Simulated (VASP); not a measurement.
Here is a VASP 6.6.1 calculation.

The input INCAR:

```
SYSTEM = SiO2
ALGO = Normal
EDIFF = 1E-6
ENCUT = 520
GGA = PS
ISIF = 2
ISMEAR = -1
LASPH = .TRUE.
LCHARG = .FALSE.
LREAL = .FALSE.
LWAVE = .FALSE.
NBANDS = 25
NELM = 100
PREC = Accurate
SIGMA = 0.05
```

Contents of KPOINTS:

```
k-points
0
G
  8 8 8
  0 0 0
```

The input POSCAR:

```
SiO2
1.0
   -2.4438094603      2.4438094603      3.6062642229
    2.4438094603     -2.4438094603      3.6062642229
    2.4438094603      2.4438094603     -3.6062642229
Si O
2 4
Direct
    0.7500000000      0.2500000000      0.5000000000
    0.0000000000      0.0000000000      0.0000000000
    0.8750000000      0.0282138700      0.6532138700
    0.7782138700      0.1250000000      0.1532138700
    0.9717861300      0.6250000000      0.8467861300
    0.3750000000      0.2217861300      0.3467861300
```

Potentials or basis: VASP PAW PBE potentials, release 64 (Si, O).

Run with:

```console
$ cat potpaw_PBE.64/Si/POTCAR potpaw_PBE.64/O/POTCAR > POTCAR
$ mpirun -np 1 vasp_std > vasp.out
```

Question: What does it give for the largest force?

Answer: 0.655 eV/Å.

Question: What does it give for the pressure?

Answer: 10.3 GPa.

Forces on the atoms (eV/Å):
```
Si   0.000  0.000  0.000
Si   0.000  0.000  0.000
O   -0.655  0.000  0.000
O    0.000 -0.655  0.000
O    0.000  0.655  0.000
O    0.655  0.000  0.000
```

Caveat: the PAW data sets were made with another functional, which shifts forces and pressure a little.
